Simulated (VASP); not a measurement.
# Nb (P6/mmm) in VASP: a series of runs

The runs below take Nb through single point, with PBE.

Program: VASP 6.6.1. These are calculated values, not measurements. Logs are shortened: lines on timing, memory, paths and dates and some standing lists are left out, and cuts for length are marked.

### 1 The cell of the first run

It takes space group P6/mmm (No. 191, hexagonal). The conventional cell has a = 4.883 Å, b = 4.883 Å, c = 2.688 Å, α = 90.00°, β = 90.00°, γ = 120.00°. Within 3.5 Å of Nb (site symmetry 6/mmm) lie 14 Nb at 2.69 to 3.12 Å. Nb (site symmetry -6m2) has 11 Nb at 2.69 to 3.12 Å within 3.5 Å.

This isn't the form of Nb at room conditions, which is bcc.

### 2 Single point, PBE

File INCAR:

```
  PREC = Accurate
  ENCUT = 500
  EDIFF = 1E-6
  ISMEAR = -1
  SIGMA = 0.1
  LREAL = False
  LASPH = True
  NELM = 120
  ALGO = Normal
  ISIF = 2
  LWAVE = False
  LCHARG = False
  GGA = PE
  NBANDS = 26
  GGA_COMPAT = False
```

File KPOINTS:

```
regular mesh
0
Gamma
  8 8 11
```

File POSCAR:

```
Nb
1.0
    4.8828431968      0.0000000000      0.0000000000
   -2.4414215984      4.2286662511      0.0000000000
    0.0000000000      0.0000000000      2.6879119296
Nb
3
Direct
    0.0000000000      0.0000000000      0.0000000000
    0.3333333333      0.6666666667      0.5000000000
    0.6666666667      0.3333333333      0.5000000000
```

Potentials or basis: VASP PAW PBE potentials, release 64 (Nb_sv).

On the command line:

```sh
$ cat potpaw_PBE.64/Nb_sv/POTCAR > POTCAR
$ mpirun -np 1 vasp_std > vasp.out
```

OUTCAR:

```text
PREC = Accurate
   ENCUT = 500
   EDIFF = 1E-6
   ISMEAR = -1
   LREAL = False
   LASPH = True
   NELM = 120
   ISIF = 2
   GGA = PE

 ion  position               nearest neighbor table
   1  0.000  0.000  0.000-
   2  0.333  0.667  0.500-   3 2.82   3 2.82   3 2.82
   3  0.667  0.333  0.500-   2 2.82   2 2.82   2 2.82

  LATTYP: Found a hexagonal cell.
 ALAT       =     4.8828431968
 C/A-ratio  =     0.5504809025

  Lattice vectors:

 A1 = (   4.8828431968,   0.0000000000,   0.0000000000)
 A2 = (  -2.4414215984,   4.2286662511,   0.0000000000)
 A3 = (   0.0000000000,   0.0000000000,   2.6879119296)

Analysis of symmetry for initial positions (statically):
=====================================================================
 Subroutine PRICEL returns:
 Original cell was already a primitive cell.

 Routine SETGRP: Setting up the symmetry group for a
 hexagonal supercell.

 Subroutine GETGRP returns: Found 24 space group operations
 (whereof 24 operations were pure point group operations)
 out of a pool of 24 trial point group operations.

The static configuration has the point symmetry D_6h.

Analysis of symmetry for dynamics (positions and initial velocities):
=====================================================================
 Subroutine PRICEL returns:
 Original cell was already a primitive cell.

 Routine SETGRP: Setting up the symmetry group for a
 hexagonal supercell.

 Subroutine GETGRP returns: Found 24 space group operations
 (whereof 24 operations were pure point group operations)
 out of a pool of 24 trial point group operations.

The dynamic configuration has the point symmetry D_6h.

 Subroutine INISYM returns: Found 24 space group operations
 (whereof 24 operations are pure point group operations),
 and found     1 'primitive' translations

----------------------------------------------------------------------------------------

                                     Primitive cell

  volume of cell :      55.4998

  direct lattice vectors                    reciprocal lattice vectors
     4.882843197  0.000000000  0.000000000     0.204798712  0.118240592  0.000000000
    -2.441421598  4.228666251  0.000000000     0.000000000  0.236481184  0.000000000
     0.000000000  0.000000000  2.687911930     0.000000000  0.000000000  0.372035999

  length of vectors
     4.882843197  4.882843197  2.687911930     0.236481184  0.236481184  0.372035999

  position of ions in fractional coordinates (direct lattice)
[... 79 lines left out ...]
   ENCUT  =  500.0 eV  36.75 Ry    6.06 a.u.   8.90  8.90  4.90*2*pi/ulx,y,z
   NELM   =    120;   NELMIN=  2; NELMDL= -5     # of ELM steps
   EDIFF  = 0.1E-05   stopping-criterion for ELM
   LREAL  =      F    real-space projection
   EDIFFG = 0.1E-04   stopping-criterion for IOM
   NSW    =      0    number of steps for IOM
   IBRION =     -1    ionic relax: 0-MD 1-quasi-New 2-CG
   NFREE  =      0    steps in history (QN), initial steepest desc. (CG)
   ISIF   =      2    stress and relaxation
   ISYM   =      2    0-nonsym 1-usesym 2-fastsym
   POTIM  = 0.5000    time-step for ionic-motion
   TEBEG  =    0.0;   TEEND  =   0.0 temperature during run
   PSTRESS=    0.0 pullay stress
   NELECT =      39.0000    total number of electrons
   NUPDOWN=      -1.0000    fix difference up-down
   EMIN   =  10.00;   EMAX   =-10.00  energy-range for DOS
   EFERMI =   0.00;   METHOD = LEGACY
   ISMEAR =    -1;   SIGMA  =   0.10  broadening in eV -4-tet -1-fermi 0-gaus
   EFERMI_NEDOS =   21; number of points for ismear=-14 and -15
   IALGO  =     38    algorithm
   IMIX   =      4    mixing-type and parameters
     AMIX     =   0.40;   BMIX     =  1.00
     AMIX_MAG =   1.60;   BMIX_MAG =  1.00
  volume/ion in A,a.u.               =      18.50       124.84
  Fermi-wavevector in a.u.,A,eV,Ry     =   1.455457  2.750414 28.821959  2.118354
  Thomas-Fermi vector in A             =   2.572489
   LORBIT       =      0    0 simple, 1 ext, 2 COOP (PROOUT), +10 PAW based schemes
   GGA     = PE    functional components
   LHFCALC =     F    Hartree Fock is set to
   AEXX    =    0.0000 exact exchange contribution
   IVDW    =     0    specifies the selected vdW correction
   LEPSILON=     F    determine dielectric tensor
   LRPA    =     F    only Hartree local field effects (RPA)
 non-spin polarized calculation
  energy-cutoff  :      500.00
  volume of cell :       55.50
 maximum number of plane-waves:      1432
 NGX is ok and might be reduce to    36
   NGX = 17   NGY = 17   NGZ =  9

 number of electron      39.0000005 magnetization

 Free energy of the ion-electron system (eV)
  ---------------------------------------------------
  ext. energy  EPLUGINS =         0.00000000
  ---------------------------------------------------
  free energy    TOTEN  =       -30.09143595 eV

  energy without entropy =      -29.98516047  energy(sigma->0) =      -30.03829821

 E-fermi :  11.0353     XC(G=0): -12.3485

 val. band max:       11.0303494113   @ k =   0.2500   0.1250   0.2727
 cond. band min:      11.0398530193   @ k =   0.5000   0.0000   0.1818
 fundamental gap:      0.0095036081
 Fermi energy:        11.0352632544

 k-point     1 :       0.0000    0.0000    0.0000
  band No.  band energies     occupation
      1     -43.6460      2.00000
      2     -43.4615      2.00000
      3     -43.4140      2.00000
      4     -19.9677      2.00000
      5     -19.9677      2.00000
      6     -19.7579      2.00000
[... 685 lines left out ...]
     25      13.7921      0.00000
     26      14.6980      0.00000

 [... further k-points ...]

------------------------ aborting loop because EDIFF is reached ----------------------------------------

  FORCE on cell =-STRESS in cart. coord.  units (eV):
  Direction    XX          YY          ZZ          XY          YZ          ZX
  --------------------------------------------------------------------------------------
  -------------------------------------------------------------------------------------
  Total       -0.1260833     -0.1260833     -0.1025212      0.0000000      0.0000000     -0.0000000
  in kB       -3.6397955     -3.6397955     -2.9595996      0.0000000      0.0000000     -0.0000000
  external PRESSURE =      -3.4130635 kB  Pullay stress =       0.0000000 kB

 VOLUME and BASIS-vectors are now :
 -----------------------------------------------------------------------------
  energy-cutoff  :      500.00
  volume of cell :       55.50
      direct lattice vectors                 reciprocal lattice vectors
     4.882843197  0.000000000  0.000000000     0.204798712  0.118240592  0.000000000
    -2.441421598  4.228666251  0.000000000     0.000000000  0.236481184  0.000000000
     0.000000000  0.000000000  2.687911930     0.000000000  0.000000000  0.372035999

 POSITION                                       TOTAL-FORCE (eV/Angst)
 -----------------------------------------------------------------------------------
      0.00000      0.00000      0.00000        -0.000000     -0.000000      0.000000
     -0.00000      2.81911      1.34396         0.000000      0.000000     -0.000000
      2.44142      1.40956      1.34396        -0.000000     -0.000000      0.000000
 -----------------------------------------------------------------------------------
    total drift:                                0.000000      0.000000     -0.000000

  FREE ENERGIE OF THE ION-ELECTRON SYSTEM (eV)
  ---------------------------------------------------
  free  energy   TOTEN  =       -30.0914359487 eV

  energy  without entropy=      -29.9851604707  energy(sigma->0) =      -30.03829821
```

OSZICAR:

```text
N       E                     dE             d eps       ncg     rms          rms(c)
DAV:   1     0.483754167629E+03    0.48375E+03   -0.21331E+04  3128   0.151E+03
DAV:   2     0.451114428430E+01   -0.47924E+03   -0.47125E+03  3656   0.625E+02
DAV:   3    -0.294068229862E+02   -0.33918E+02   -0.32946E+02  6038   0.121E+02
DAV:   4    -0.312957288824E+02   -0.18889E+01   -0.18627E+01  4888   0.248E+01
DAV:   5    -0.313807843543E+02   -0.85055E-01   -0.84812E-01  5392   0.564E+00    0.120E+01
DAV:   6    -0.302103295059E+02    0.11705E+01   -0.24772E+00  4596   0.134E+01    0.416E+00
DAV:   7    -0.300958646492E+02    0.11446E+00   -0.11911E+00  5920   0.864E+00    0.199E+00
DAV:   8    -0.300810004226E+02    0.14864E-01   -0.21303E-01  5224   0.352E+00    0.154E+00
DAV:   9    -0.300920245055E+02   -0.11024E-01   -0.58187E-02  4334   0.237E+00    0.287E-01
DAV:  10    -0.300914102157E+02    0.61429E-03   -0.62997E-03  5168   0.679E-01    0.719E-02
DAV:  11    -0.300914452900E+02   -0.35074E-04   -0.32372E-04  5392   0.153E-01    0.221E-02
DAV:  12    -0.300914392784E+02    0.60116E-05   -0.32221E-05  5456   0.467E-02    0.952E-03
DAV:  13    -0.300914363514E+02    0.29270E-05   -0.56303E-06  3968   0.282E-02    0.287E-03
DAV:  14    -0.300914359487E+02    0.40273E-06   -0.27238E-07  2280   0.553E-03
   1 F= -.30091436E+02 E0= -.30038298E+02  d E =-.106275E+00
```

Wall time 63 s (1 thread of Intel Xeon 8259CL, shared host); peak memory 0.2 GiB.

What came out:

```
Free energy            : -30.0914 eV
Pressure               : -0.3 GPa
Band gap on the k mesh : zero (an odd number of electrons rules out a gap without spin polarisation)
```

Levels at points of the mesh, in eV from the Fermi level:
```
           k point  band 18  band 19  band 20  band 21  band 22  band 23
(0.00, 0.00, 0.00)    -1.21    -1.21    -1.00     0.60     0.60     2.86
(0.50, 0.00, 0.00)    -1.57    -1.03    -0.89     1.44     1.92     3.00
```

### 3 Single point, PBE (16.28 Å³/atom)

This run uses another cell than the first one, of 16.28 Å³/atom.

File INCAR:

```
ALGO     = Normal         # electronic algorithm
EDIFF    = 1E-6           # SCF threshold, eV
ENCUT    = 500            # plane-wave cutoff, eV
GGA      = PE             # functional
GGA_COMPAT= F            
ISIF     = 2              # what is computed and relaxed
ISMEAR   = -1             # smearing method
LASPH    = T              # aspherical terms in the spheres
LCHARG   = F              # write CHGCAR
LREAL    = F              # projectors in reciprocal space
LWAVE    = F              # write WAVECAR
NBANDS   = 26             # bands
NELM     = 120            # most SCF steps
PREC     = Accurate       # precision mode
SIGMA    = 0.1            # smearing width, eV
```

File KPOINTS:

```
k-points
0
Gamma
  9 9 13
```

File POSCAR:

```
Nb
1.0
    4.6791503704      0.0000000000      0.0000000000
   -2.3395751852      4.0522630889      0.0000000000
    0.0000000000      0.0000000000      2.5757829187
Nb
3
Direct
    0.0000000000      0.0000000000      0.0000000000
    0.3333333333      0.6666666667      0.5000000000
    0.6666666667      0.3333333333      0.5000000000
```

Potentials or basis: VASP PAW PBE potentials, release 64 (Nb_sv).

On the command line:

```sh
$ cat potpaw_PBE.64/Nb_sv/POTCAR > POTCAR
$ mpirun -np 1 vasp_std > vasp.out
```

Wall time 2 min (1 thread of Intel Xeon 8259CL, shared host); peak memory 0.21 GiB.

Results (log left out):

```yaml
Free_energy: -29.6096 eV
Pressure: 26.3 GPa
Band_gap_on_the_k_mesh: zero (an odd number of electrons rules out a gap without spin polarisation)
```

Stress tensor (GPa, compression positive):
```
25.63  0.00  0.00
 0.00 25.63  0.00
 0.00  0.00 27.65
```

Levels at points of the mesh, in eV from the Fermi level:
```csv
k point,band 18,band 19,band 20,band 21,band 22,band 23
"(0.00, 0.00, 0.00)",-1.23,-1.23,-1.16,0.61,0.61,3.26
```

Caveat: the cell stands under pressure.

### 4 Single point, PBE (17.02 Å³/atom)

This run uses another cell than the first one, of 17.02 Å³/atom.

File INCAR:

```
ALGO = Normal ; EDIFF = 1E-6
ENCUT = 500 ; GGA = PE
GGA_COMPAT = False ; ISIF = 2
ISMEAR = -1 ; LASPH = True
LCHARG = False ; LREAL = False
LWAVE = False ; NBANDS = 26
NELM = 120 ; PREC = Accurate
SIGMA = 0.1
```

KPOINTS is that of step 3.

File POSCAR:

```
Nb
1.0
    4.7489987334      0.0000000000      0.0000000000
   -2.3744993667      4.1127535456      0.0000000000
    0.0000000000      0.0000000000      2.6142331086
Nb
3
Direct
    0.0000000000      0.0000000000      0.0000000000
    0.3333333333      0.6666666667      0.5000000000
    0.6666666667      0.3333333333      0.5000000000
```

Potentials or basis: VASP PAW PBE potentials, release 64 (Nb_sv).

On the command line:

```sh
$ cat potpaw_PBE.64/Nb_sv/POTCAR > POTCAR
$ mpirun -np 1 vasp_std > vasp.out
```

OUTCAR:

```text
EDIFF = 1E-6
   ENCUT = 500
   GGA = PE
   ISIF = 2
   ISMEAR = -1
   LASPH = True
   LREAL = False
   NELM = 120
   PREC = Accurate

 ion  position               nearest neighbor table
   1  0.000  0.000  0.000-   2 3.04   3 3.04   2 3.04   3 3.04   2 3.04   2 3.04   3 3.04   3 3.04
                             3 3.04   3 3.04   2 3.04   2 3.04
   2  0.333  0.667  0.500-   3 2.74   3 2.74   3 2.74   1 3.04   1 3.04   1 3.04   1 3.04   1 3.04
                             1 3.04
   3  0.667  0.333  0.500-   2 2.74   2 2.74   2 2.74   1 3.04   1 3.04   1 3.04   1 3.04   1 3.04
                             1 3.04

  LATTYP: Found a hexagonal cell.
 ALAT       =     4.7489987334
 C/A-ratio  =     0.5504809025

  Lattice vectors:

 A1 = (   4.7489987334,   0.0000000000,   0.0000000000)
 A2 = (  -2.3744993667,   4.1127535456,   0.0000000000)
 A3 = (   0.0000000000,   0.0000000000,   2.6142331086)

Analysis of symmetry for initial positions (statically):
=====================================================================
 Subroutine PRICEL returns:
 Original cell was already a primitive cell.

 Routine SETGRP: Setting up the symmetry group for a
 hexagonal supercell.
[... 168 lines left out ...]

 E-fermi :  12.1929     XC(G=0): -12.7820

 val. band max:       12.1829986274   @ k =   0.1111   0.1111   0.3846
 cond. band min:      12.2046469556   @ k =   0.3333   0.1111   0.1538
 fundamental gap:      0.0216483282
 Fermi energy:        12.1929124315

 k-point     1 :       0.0000    0.0000    0.0000
  band No.  band energies     occupation
      1     -42.3884      2.00000
      2     -42.1187      2.00000
      3     -42.0694      2.00000
      4     -18.8028      2.00000
      5     -18.8028      2.00000
      6     -18.5326      2.00000
[... 685 lines left out ...]
     25      15.9393      0.00000
     26      15.9395      0.00000

 [... further k-points ...]

------------------------ aborting loop because EDIFF is reached ----------------------------------------

  FORCE on cell =-STRESS in cart. coord.  units (eV):
  Direction    XX          YY          ZZ          XY          YZ          ZX
  --------------------------------------------------------------------------------------
  -------------------------------------------------------------------------------------
  Total        4.8993296      4.8993296      5.1632230      0.0000000      0.0000000      0.0000000
  in kB      153.7333864    153.7333864    162.0139504      0.0000000      0.0000000      0.0000000
  external PRESSURE =     156.4935744 kB  Pullay stress =       0.0000000 kB

 VOLUME and BASIS-vectors are now :
 -----------------------------------------------------------------------------
  energy-cutoff  :      500.00
  volume of cell :       51.06
      direct lattice vectors                 reciprocal lattice vectors
     4.748998733  0.000000000  0.000000000     0.210570703  0.121573052  0.000000000
    -2.374499367  4.112753546  0.000000000     0.000000000  0.243146104  0.000000000
     0.000000000  0.000000000  2.614233109     0.000000000  0.000000000  0.382521358

 POSITION                                       TOTAL-FORCE (eV/Angst)
 -----------------------------------------------------------------------------------
      0.00000      0.00000      0.00000         0.000000      0.000000      0.000000
     -0.00000      2.74184      1.30712        -0.000000      0.000000     -0.000000
      2.37450      1.37092      1.30712        -0.000000      0.000000      0.000000
 -----------------------------------------------------------------------------------
    total drift:                                0.000000      0.000000     -0.000000

  FREE ENERGIE OF THE ION-ELECTRON SYSTEM (eV)
  ---------------------------------------------------
  free  energy   TOTEN  =       -29.9002495511 eV

  energy  without entropy=      -29.8100085939  energy(sigma->0) =      -29.85512907
```

OSZICAR:

```text
N       E                     dE             d eps       ncg     rms          rms(c)
DAV:   1     0.495659355613E+03    0.49566E+03   -0.21352E+04  4368   0.153E+03
DAV:   2     0.575915101915E+01   -0.48990E+03   -0.48154E+03  5074   0.637E+02
DAV:   3    -0.291227558561E+02   -0.34882E+02   -0.33995E+02  8494   0.125E+02
DAV:   4    -0.308952226710E+02   -0.17725E+01   -0.17570E+01  6784   0.250E+01
DAV:   5    -0.309666869664E+02   -0.71464E-01   -0.71312E-01  7424   0.544E+00    0.135E+01
DAV:   6    -0.299849959558E+02    0.98169E+00   -0.20166E+00  6368   0.128E+01    0.492E+00
DAV:   7    -0.298852590251E+02    0.99737E-01   -0.99801E-01  8262   0.839E+00    0.187E+00
DAV:   8    -0.298890838288E+02   -0.38248E-02   -0.11793E-01  7244   0.279E+00    0.147E+00
DAV:   9    -0.299008174305E+02   -0.11734E-01   -0.60845E-02  6140   0.249E+00    0.381E-01
DAV:  10    -0.299002287676E+02    0.58866E-03   -0.67514E-03  6940   0.750E-01    0.807E-02
DAV:  11    -0.299002593977E+02   -0.30630E-04   -0.33054E-04  7612   0.157E-01    0.268E-02
DAV:  12    -0.299002539047E+02    0.54930E-05   -0.27272E-05  7380   0.489E-02    0.103E-02
DAV:  13    -0.299002497010E+02    0.42036E-05   -0.58269E-06  5338   0.293E-02    0.294E-03
DAV:  14    -0.299002495511E+02    0.14991E-06   -0.23742E-07  3026   0.558E-03
   1 F= -.29900250E+02 E0= -.29855129E+02  d E =-.902410E-01
```

stdout:

```text
POSCAR found type information on POSCAR Nb
 POSCAR found :  1 types and       3 ions
 scaLAPACK will be used
 LDA part: xc-table for (Slater+PW92), standard interpolation
 POSCAR, INCAR and KPOINTS ok, starting setup
 FFT: planning ... GRIDC
 FFT: planning ... GRID_SOFT
 FFT: planning ... GRID
 WAVECAR not read
 entering main loop
```

It took 2.2 min on 1 thread of Intel Xeon 8259CL, shared host; peak memory 0.22 GiB.

What came out:

```
Free energy            : -29.9002 eV
Pressure               : 15.6 GPa
Band gap on the k mesh : zero (an odd number of electrons rules out a gap without spin polarisation)
```

Stress tensor (GPa, compression positive):
```
15.37  0.00  0.00
 0.00 15.37  0.00
 0.00  0.00 16.20
```

Caveat: the cell stands under pressure.

(Continued in part 2 of 2.)
